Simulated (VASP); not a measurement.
# V (Im-3m) in VASP: further runs

V is run at these levels: LDA; tasks: single point.

Program: VASP 6.6.1. These are calculated values, not measurements. Logs are shortened: lines on timing, memory, paths and dates and some standing lists are left out, and cuts for length are marked.

## Step 1: The cell of the first run

The structure is cubic, space group Im-3m (No. 229). The conventional cell has a = 2.887 Å, b = 2.887 Å, c = 2.887 Å, α = 90.00°, β = 90.00°, γ = 90.00°. Within 3.3 Å of V (site symmetry m-3m) lie 14 V at 2.50 to 2.89 Å.

## Step 2: Single point, LDA, collinear spin, ferromagnetic start (12.03 Å³/atom)

INCAR reads:

```
SYSTEM = V
PREC = Accurate
ENCUT = 520
EDIFF = 1E-6
ISMEAR = -1
SIGMA = 0.05
LREAL = .False.
LASPH = .True.
NELM = 150
ALGO = Normal
ISIF = 2
LWAVE = .False.
LCHARG = .False.
ISPIN = 2
MAGMOM = 1
LORBIT = 11
LMAXMIX = 4
NBANDS = 16
```

KPOINTS reads:

```
regular mesh
0
Gamma
  25 25 25
  0 0 0
```

POSCAR reads:

```
V
1.0
   -1.4433415743      1.4433415743      1.4433415743
    1.4433415743     -1.4433415743      1.4433415743
    1.4433415743      1.4433415743     -1.4433415743
V
1
Direct
    0.0000000000      0.0000000000      0.0000000000
```

Potentials or basis: VASP PAW LDA potentials, release 64 (V_sv).

Command:

```
$ cat potpaw_LDA.64/V_sv/POTCAR > POTCAR
$ mpirun -np 1 vasp_std > vasp.out
```

OUTCAR:

```text
SYSTEM = V
   PREC = Accurate
   ENCUT = 520
   EDIFF = 1E-6
   ISMEAR = -1
   LREAL = .False.
   LASPH = .True.
   NELM = 150
   ISIF = 2
   ISPIN = 2
   LORBIT = 11

 ion  position               nearest neighbor table
   1  0.000  0.000  0.000-

  LATTYP: Found a body centered cubic cell.
 ALAT       =     2.8866831486

  Lattice vectors:

 A1 = (  -1.4433415743,   1.4433415743,   1.4433415743)
 A2 = (   1.4433415743,  -1.4433415743,   1.4433415743)
 A3 = (   1.4433415743,   1.4433415743,  -1.4433415743)

Analysis of symmetry for initial positions (statically):
=====================================================================
 Subroutine PRICEL returns:
 Original cell was already a primitive cell.

 Routine SETGRP: Setting up the symmetry group for a
 body centered cubic supercell.

 Subroutine GETGRP returns: Found 48 space group operations
 (whereof 48 operations were pure point group operations)
 out of a pool of 48 trial point group operations.

The static configuration has the point symmetry O_h .

Analysis of symmetry for dynamics (positions and initial velocities):
=====================================================================
 Subroutine PRICEL returns:
 Original cell was already a primitive cell.

 Routine SETGRP: Setting up the symmetry group for a
 body centered cubic supercell.

 Subroutine GETGRP returns: Found 48 space group operations
 (whereof 48 operations were pure point group operations)
 out of a pool of 48 trial point group operations.

The dynamic configuration has the point symmetry O_h .

Analysis of structural, dynamic, and magnetic symmetry:
=====================================================================
 Subroutine PRICEL returns:
 Original cell was already a primitive cell.

 Routine SETGRP: Setting up the symmetry group for a
 body centered cubic supercell.

 Subroutine GETGRP returns: Found 48 space group operations
 (whereof 48 operations were pure point group operations)
 out of a pool of 48 trial point group operations.

The overall configuration has the point symmetry O_h .

 Subroutine INISYM returns: Found 48 space group operations
 (whereof 48 operations are pure point group operations),
 and found     1 'primitive' translations

----------------------------------------------------------------------------------------

                                     Primitive cell

  volume of cell :      12.0273

  direct lattice vectors                    reciprocal lattice vectors
    -1.443341574  1.443341574  1.443341574     0.000000000  0.346418345  0.346418345
     1.443341574 -1.443341574  1.443341574     0.346418345  0.000000000  0.346418345
     1.443341574  1.443341574 -1.443341574     0.346418345  0.346418345  0.000000000

  length of vectors
     2.499940939  2.499940939  2.499940939     0.489909522  0.489909522  0.489909522

  position of ions in fractional coordinates (direct lattice)
     0.000000000  0.000000000  0.000000000

  ion indices of the primitive-cell ions
   primitive index   ion index
                 1           1

----------------------------------------------------------------------------------------

 KPOINTS: regular mesh

Automatic generation of k-mesh.
 Grid dimensions read from file:
 generate k-points for:   25   25   25

 Generating k-lattice:

  Cartesian coordinates                     Fractional coordinates (reciprocal lattice)
     0.000000000  0.013856734  0.013856734     0.040000000  0.000000000  0.000000000
     0.013856734  0.000000000  0.013856734     0.000000000  0.040000000  0.000000000
     0.013856734  0.013856734  0.000000000     0.000000000  0.000000000  0.040000000

  Length of vectors
     0.019596381  0.019596381  0.019596381

  Shift w.r.t. Gamma in fractional coordinates (k-lattice)
     0.000000000  0.000000000  0.000000000

 Subroutine IBZKPT returns following result:
 ===========================================

 Found    455 irreducible k-points:

 Following reciprocal coordinates:
            Coordinates               Weight
  0.000000  0.000000  0.000000      1.000000
  0.040000  0.000000  0.000000     12.000000
  0.080000  0.000000  0.000000     12.000000
  0.120000  0.000000  0.000000     12.000000
  0.160000  0.000000  0.000000     12.000000
  0.200000  0.000000  0.000000     12.000000
[... 16 lines left out ...]
  0.400000  0.040000 -0.000000     48.000000
  0.440000  0.040000  0.000000     48.000000
 [... further k-points ...]
   k-points           NKPTS =    455   k-points in BZ     NKDIM =    455   number of bands    NBANDS=     16
   number of dos      NEDOS =    301   number of ions     NIONS =      1
   total plane-waves  NPLWV =   8000
   dimension x,y,z NGX =    20 NGY =   20 NGZ =   20
   dimension x,y,z NGXF=    40 NGYF=   40 NGZF=   40
   ions per type =               1
   NGX,Y,Z   is equivalent  to a cutoff of  13.30, 13.30, 13.30 a.u.
   NGXF,Y,Z  is equivalent  to a cutoff of  26.60, 26.60, 26.60 a.u.
 SYSTEM =  V
   PREC   = accura    normal or accurate (medium, high low for compatibility)
   ISTART =      0    job   : 0-new  1-cont  2-samecut
   ICHARG =      2    charge: 1-file 2-atom 10-const
   ISPIN  =      2    spin polarized calculation?
   LNONCOLLINEAR =      F non collinear calculations
   LSORBIT =      F    spin-orbit coupling
   LASPH  =      T    aspherical Exc in radial PAW
   ENCUT  =  520.0 eV  38.22 Ry    6.18 a.u.   4.65  4.65  4.65*2*pi/ulx,y,z
   NELM   =    150;   NELMIN=  2; NELMDL= -5     # of ELM steps
   EDIFF  = 0.1E-05   stopping-criterion for ELM
   LREAL  =      F    real-space projection
[... 7 lines left out ...]
   TEBEG  =    0.0;   TEEND  =   0.0 temperature during run
   PSTRESS=    0.0 pullay stress
   NELECT =      13.0000    total number of electrons
   NUPDOWN=      -1.0000    fix difference up-down
   EMIN   =  10.00;   EMAX   =-10.00  energy-range for DOS
   EFERMI =   0.00;   METHOD = LEGACY
   ISMEAR =    -1;   SIGMA  =   0.05  broadening in eV -4-tet -1-fermi 0-gaus
   EFERMI_NEDOS =   21; number of points for ismear=-14 and -15
   IALGO  =     38    algorithm
   IMIX   =      4    mixing-type and parameters
     AMIX     =   0.40;   BMIX     =  1.00
     AMIX_MAG =   1.60;   BMIX_MAG =  1.00
  volume/ion in A,a.u.               =      12.03        81.16
  Fermi-wavevector in a.u.,A,eV,Ry     =   1.680094  3.174917 38.405366  2.822715
  Thomas-Fermi vector in A             =   2.763889
   LORBIT       =     11    0 simple, 1 ext, 2 COOP (PROOUT), +10 PAW based schemes
   GGA     = CA    functional components
   LHFCALC =     F    Hartree Fock is set to
   AEXX    =    0.0000 exact exchange contribution
   IVDW    =     0    specifies the selected vdW correction
   LEPSILON=     F    determine dielectric tensor
   LRPA    =     F    only Hartree local field effects (RPA)
 spin polarized calculation
  energy-cutoff  :      520.00
  volume of cell :       12.03
 maximum number of plane-waves:       339
   NGX =  9   NGY =  9   NGZ =  9

 number of electron      12.9999998 magnetization      -0.0051884

 number of electron      12.9999998 magnetization       0.0008460

 Free energy of the ion-electron system (eV)
  ---------------------------------------------------
  ext. energy  EPLUGINS =         0.00000000
  ---------------------------------------------------
  free energy    TOTEN  =        -9.94024742 eV

  energy without entropy =       -9.92742768  energy(sigma->0) =       -9.93383755

 E-fermi :  10.9784     XC(G=0): -13.8613

 val. band max:       10.9654674280   @ k =   0.2800   0.0400   0.0000
 cond. band min:      10.9787934553   @ k =  -0.2000   0.2400   0.0800
 fundamental gap:      0.0133260272
 Fermi energy:        10.9783515947

 spin component 1

 k-point     1 :       0.0000    0.0000    0.0000
  band No.  band energies     occupation
      1     -51.8845      1.00000
      2     -25.3584      1.00000
      3     -25.3584      1.00000
      4     -25.3584      1.00000
      5       4.2548      1.00000
      6      11.3721      0.00038
[... 8 lines left out ...]
     15      40.5725      0.00000
     16      45.6674      0.00000

 k-point     2 :       0.0400    0.0000    0.0000
  band No.  band energies     occupation
      1     -51.8796      1.00000
      2     -25.3802      1.00000
      3     -25.3648      1.00000
      4     -25.3586      1.00000
      5       4.3274      1.00000
      6      11.3390      0.00074
[... 8 lines left out ...]
     15      40.6905      0.00000
     16      44.7292      0.00000
[... 387 lines left out ...]
      5       7.4705      1.00000
      6       9.6786      1.00000
[... 8 lines left out ...]
     15      40.2330      0.00000
     16      42.0306      0.00000

 k-point    24 :       0.4400    0.0400    0.0000
  band No.  band energies     occupation
      1     -51.5646      1.00000
      2     -26.6482      1.00000
      3     -25.7593      1.00000
      4     -25.3806      1.00000
      5       7.4454      1.00000
      6       9.6073      1.00000
[... 8 lines left out ...]
     15      40.4190      0.00000
     16      41.6908      0.00000

 [... further k-points ...]

 spin component 2

 k-point     1 :       0.0000    0.0000    0.0000
  band No.  band energies     occupation
      1     -51.8838      1.00000
      2     -25.3577      1.00000
      3     -25.3577      1.00000
      4     -25.3577      1.00000
      5       4.2552      1.00000
      6      11.3727      0.00038
[... 8 lines left out ...]
     15      40.5729      0.00000
     16      45.6679      0.00000

 k-point     2 :       0.0400    0.0000    0.0000
  band No.  band energies     occupation
      1     -51.8789      1.00000
      2     -25.3795      1.00000
      3     -25.3641      1.00000
      4     -25.3579      1.00000
      5       4.3278      1.00000
      6      11.3396      0.00073
[... 8 lines left out ...]
     15      40.6909      0.00000
     16      44.7297      0.00000
[... 387 lines left out ...]
      5       7.4710      1.00000
      6       9.6792      1.00000
[... 8 lines left out ...]
     15      40.2334      0.00000
     16      42.0310      0.00000

 k-point    24 :       0.4400    0.0400    0.0000
  band No.  band energies     occupation
      1     -51.5639      1.00000
      2     -26.6476      1.00000
      3     -25.7586      1.00000
      4     -25.3800      1.00000
      5       7.4459      1.00000
      6       9.6079      1.00000
[... 8 lines left out ...]
     15      40.4195      0.00000
     16      41.6912      0.00000

 [... further k-points ...]

------------------------ aborting loop because EDIFF is reached ----------------------------------------

  FORCE on cell =-STRESS in cart. coord.  units (eV):
  Direction    XX          YY          ZZ          XY          YZ          ZX
  --------------------------------------------------------------------------------------
  -------------------------------------------------------------------------------------
  Total        0.7422106      0.7422106      0.7422106     -0.0000000     -0.0000000      0.0000000
  in kB       98.8713315     98.8713315     98.8713315     -0.0000000     -0.0000000      0.0000000
  external PRESSURE =      98.8713315 kB  Pullay stress =       0.0000000 kB

 VOLUME and BASIS-vectors are now :
 -----------------------------------------------------------------------------
  energy-cutoff  :      520.00
  volume of cell :       12.03
      direct lattice vectors                 reciprocal lattice vectors
    -1.443341574  1.443341574  1.443341574     0.000000000  0.346418345  0.346418345
     1.443341574 -1.443341574  1.443341574     0.346418345  0.000000000  0.346418345
     1.443341574  1.443341574 -1.443341574     0.346418345  0.346418345  0.000000000

 POSITION                                       TOTAL-FORCE (eV/Angst)
 -----------------------------------------------------------------------------------
      0.00000      0.00000      0.00000        -0.000000     -0.000000      0.000000
 -----------------------------------------------------------------------------------
    total drift:                                0.000000      0.000000      0.000000

  FREE ENERGIE OF THE ION-ELECTRON SYSTEM (eV)
  ---------------------------------------------------
  free  energy   TOTEN  =        -9.9402474242 eV

  energy  without entropy=       -9.9274276827  energy(sigma->0) =       -9.93383755

 total charge

# of ion       s       p       d       tot
------------------------------------------
    1        2.379   6.254   3.260  11.893

 magnetization (x)

# of ion       s       p       d       tot
------------------------------------------
    1        0.000   0.000   0.000   0.000
```

Wall time 4 min (1 thread of Intel Xeon 8259CL, shared host); peak memory 0.23 GiB.

Results:

- Free energy: -9.9402 eV
- Pressure: 9.9 GPa
- Net moment: 0.00 μB per cell
- Valence electrons inside the program's atomic spheres: V 11.89

Caveat: the cell stands under pressure.

## Step 3: Single point, LDA, collinear spin, ferromagnetic start

This run uses another cell than the first one, of 12.53 Å³/atom.

INCAR reads:

```
SYSTEM = V
ALGO = Normal
EDIFF = 1E-7
ENCUT = 520
ISIF = 2
ISMEAR = -1
ISPIN = 2
LASPH = .TRUE.
LCHARG = .FALSE.
LMAXMIX = 4
LORBIT = 11
LREAL = .FALSE.
LWAVE = .FALSE.
MAGMOM = 1
NBANDS = 16
NELM = 150
PREC = Accurate
SIGMA = 0.05
```

KPOINTS reads:

```
k-points
0
G
  25 25 25
  0 0 0
```

POSCAR reads:

```
V
1.0
   -1.4631158339      1.4631158339      1.4631158339
    1.4631158339     -1.4631158339      1.4631158339
    1.4631158339      1.4631158339     -1.4631158339
V
1
Direct
    0.0000000000      0.0000000000      0.0000000000
```

Potentials or basis: VASP PAW LDA potentials, release 64 (V_sv).

Command:

```
$ cat potpaw_LDA.64/V_sv/POTCAR > POTCAR
$ mpirun -np 1 vasp_std > vasp.out
```

Wall time 4.2 min (1 thread of Intel Xeon 8259CL, shared host); peak memory 0.24 GiB.

Results (log left out):

```
Free energy                                           : -9.9564 eV
Pressure                                              : 0.5 GPa
Net moment                                            : 0.00 μB per cell
Valence electrons inside the program's atomic spheres : V 11.81
```

Levels at points of the mesh, in eV from the Fermi level:
Spin up:
```tsv
k point	band 5	band 6	band 7	band 8	band 9	band 10
(0.00, 0.00, 0.00)	-6.66	0.39	0.39	0.39	2.58	2.58
```
Spin down:
| k point | band 5 | band 6 | band 7 | band 8 | band 9 | band 10 |
| --- | --- | --- | --- | --- | --- | --- |
| (0.00, 0.00, 0.00) | -6.66 | 0.39 | 0.39 | 0.39 | 2.58 | 2.58 |
